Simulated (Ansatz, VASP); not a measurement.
# Two plane-wave programs on PPb2

INCAR

```
SYSTEM = PPb2
PREC     = Accurate       ! precision mode
ENCUT    = 600            ! plane-wave cutoff, eV
EDIFF    = 1E-6           ! SCF threshold, eV
ISMEAR   = 0              ! smearing method
SIGMA    = 0.1            ! smearing width, eV
LREAL    = .FALSE.        ! projectors in reciprocal space
LASPH    = .TRUE.         ! aspherical terms in the spheres
NELM     = 100            ! most SCF steps
ALGO     = Normal         ! electronic algorithm
ISIF     = 3              ! what is computed and relaxed
LWAVE    = .FALSE.        ! write WAVECAR
LCHARG   = .FALSE.        ! write CHGCAR
GGA      = PE             ! functional
IBRION   = 2              ! ionic algorithm
NSW      = 90             ! ionic steps
EDIFFG   = -0.04          ! ionic threshold
```

The input KPOINTS:

```
Automatic mesh
0
G
  4 4 4
  0 0 0
```

File POSCAR:

```
PPb2
1.0
    4.5429949100      0.0000000000      0.0000000000
    0.0000000000      4.5429949100      0.0000000000
    0.0000000000      0.0000000000      6.9317088300
P Pb
2 4
Direct
    0.0000000000      0.5000000000      0.6999999900
    0.5000000000      0.0000000000      0.3000000100
    0.0000000000      0.0000000000      0.0000000000
    0.5000000000      0.5000000000      0.0000000000
    0.0000000000      0.5000000000      0.2700000100
    0.5000000000      0.0000000000      0.7299999900
```

Input for Ansatz:

```yaml
crystal:
  lattice:
    - [4.54299491, 0.0, 0.0]
    - [0.0, 4.54299491, 0.0]
    - [0.0, 0.0, 6.93170883]
  atoms:
    - { symbol: P, position: [0.0, 0.5, 0.69999999] }
    - { symbol: P, position: [0.5, 0.0, 0.30000001] }
    - { symbol: Pb, position: [0.0, 0.0, 0.0] }
    - { symbol: Pb, position: [0.5, 0.5, 0.0] }
    - { symbol: Pb, position: [0.0, 0.5, 0.27000001] }
    - { symbol: Pb, position: [0.5, 0.0, 0.72999999] }
basis:
  ecutwfc: 420
kpoints:
  mp_grid: { grid: [4, 4, 4] }
hamiltonian:
  xc: pbe
scf:
  occupations: { method: gaussian, width: 0.1 }
  lower_state_search: "off"
output:
  forces: true
  stress: true
  eigenvalues: true
relax:
  adjacent_minimum: "off"
  f_tol: 0.04
  max_steps: 70
  cell: { stress_tol: 0.4 }
```

Change from the starting cell: species swapped into the Cu2Sb type (P4/nmm, No. 129).

Alike in both runs: task relaxation of cell and atoms; functional PBE; k mesh 4 × 4 × 4; occupations gaussian, width 0.1 eV; no spin polarisation.

```csv
,VASP,Ansatz
version,VASP 6.6.1,Ansatz 0.2.0
potentials or method,"VASP PAW PBE potentials, release 64 (P, Pb_d), cutoff 600 eV","scalar-relativistic, plane waves, PAW"
valence electrons in the cell,66,66
```

```tsv
	VASP	Ansatz	Ansatz less VASP
gap on the k mesh at the Fermi level, each at its own relaxed structure (eV)	none	none	-
relaxed volume (Å³/atom)	27.63	27.56	-0.068
relaxed length of the cell vector where the two differ most in proportion (Å)	4.524	4.514	-0.0098
```

A gap of «none» marks a metal or a gap that the smearing closes.

Spin-orbit coupling is off throughout. Noted on VASP's run: the volume moved by over 15 % at a fixed basis, so the end points are rough.
